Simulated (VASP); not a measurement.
Set up this calculation in VASP 6.6.1, as the native input.

```
Task                   : single point
Functional             : PBE
Dispersion             : D3(BJ)
Potentials or basis    : VASP PAW PBE potentials, release 64 (Zn, O, H)
Cutoff                 : 520 eV
k mesh                 : 5 × 5 × 1
Occupations            : gaussian, width 0.05 eV
Spin                   : no spin polarisation
Dipole correction      : no
Further INCAR settings : LREAL = Auto; ALGO = Normal; EDIFF = 1e-06; NBANDS = 89
```

The structure of Zn12H2O lies in POSCAR:

```
Zn12H2O
1.0
    5.3200000000      0.0000000000      0.0000000000
    2.6600000000      4.6072550000      0.0000000000
    0.0000000000      0.0000000000     17.9369600000
Zn O H
12 1 2
Direct
    0.0000000000      0.0000000000      0.0557508073
    0.5000000000      0.0000000000      0.0557508073
   -0.0000000543      0.5000001085      0.0557508073
    0.4999999457      0.5000001085      0.0557508073
   -0.1673244371      0.3338571449      0.1874355521
    0.3346671782      0.3331881999      0.1870089469
   -0.1656667778      0.8330181420      0.1862064698
    0.3346794051      0.8319821673      0.1872102631
    0.0016728548     -0.0007284164      0.3157471500
    0.5015073560     -0.0001462910      0.3158477245
    0.0016654731      0.4996532643      0.3155937795
    0.4990697334      0.4997650445      0.3265125194
    0.5627047353      0.4927409054      0.4714230840
    0.7613381214      0.3320575918      0.4672597252
    0.5857946028      0.6632055313      0.4713978846
```

One way to write it, as run:

INCAR

```
PREC     = Accurate       # precision mode
ENCUT    = 520            # plane-wave cutoff, eV
EDIFF    = 1E-6           # SCF threshold, eV
ISMEAR   = 0              # smearing method
SIGMA    = 0.05           # smearing width, eV
LREAL    = Auto         
LASPH    = True           # aspherical terms in the spheres
NELM     = 80             # most SCF steps
ALGO     = Normal         # electronic algorithm
ISIF     = 2              # what is computed and relaxed
LWAVE    = False          # write WAVECAR
LCHARG   = False          # write CHGCAR
GGA      = PE             # functional
IVDW     = 12             # dispersion correction
NBANDS   = 89             # bands
LUSENCCL = False
```

KPOINTS

```
regular mesh
0
Gamma
  5 5 1
```

Potentials or basis: VASP PAW PBE potentials, release 64 (Zn, O, H).

The run is started by

```bash
$ cat potpaw_PBE.64/Zn/POTCAR potpaw_PBE.64/O/POTCAR potpaw_PBE.64/H/POTCAR > POTCAR
$ mpirun -np 1 vasp_std > vasp.out
```

It gave:

```yaml
Largest_force: 0.124 eV/Å
Band_gap_on_the_k_mesh: zero (bands 76 and 77 overlap by 1.66 eV)
Dispersion_energy_per_atom: -0.248 eV
```

Caveat: there is no dipole correction, which matters where the two faces differ.

It took 3.8 min on 1 × NVIDIA H100 80GB with 1 thread of AMD EPYC 7R13 Processor (Zen 3), with other jobs on the host, peak memory 1.6 GiB.
